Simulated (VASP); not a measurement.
Here is a VASP 6.6.1 calculation.

Contents of INCAR:

```
SYSTEM = AlN
ALGO = Normal ; EDIFF = 1E-7
ENCUT = 520 ; GGA = PE
ISIF = 2 ; ISMEAR = -1
LASPH = .True. ; LCHARG = .False.
LREAL = .False. ; LWAVE = .False.
NBANDS = 16 ; NELM = 100
PREC = Accurate ; SIGMA = 0.05
```

The input KPOINTS:

```
k-points
0
Gamma
  10 10 6
  0 0 0
```

The input POSCAR:

```
AlN
1.0
    3.0494515564      0.0000000000      0.0000000000
   -1.5247257782      2.6409025155      0.0000000000
    0.0000000000      0.0000000000      4.8793184075
Al N
2 2
Direct
    0.6666666667      0.3333333333      0.5000000000
    0.3333333333      0.6666666667      0.0000000000
    0.6666666667      0.3333333333      0.8800000000
    0.3333333333      0.6666666667      0.3800000000
```

Potentials or basis: VASP PAW PBE potentials, release 64 (Al, N).

Run with:

```bash
$ cat potpaw_PBE.64/Al/POTCAR potpaw_PBE.64/N/POTCAR > POTCAR
$ mpirun -np 1 vasp_std > vasp.out
```

Problem. Predict the largest force.

Solution. 0.179 eV/Å.

Problem. Estimate the pressure.

Solution. 18.0 GPa.

Problem. Estimate the band gap on the k mesh.

Solution. 4.78 eV.

Forces in eV/Å, atoms in the order of the input:
```
Al   0.000  0.000 -0.179
Al   0.000  0.000 -0.179
N    0.000  0.000  0.179
N    0.000  0.000  0.179
```

Caveat: the cell stands under pressure. A k mesh can miss the band edges.
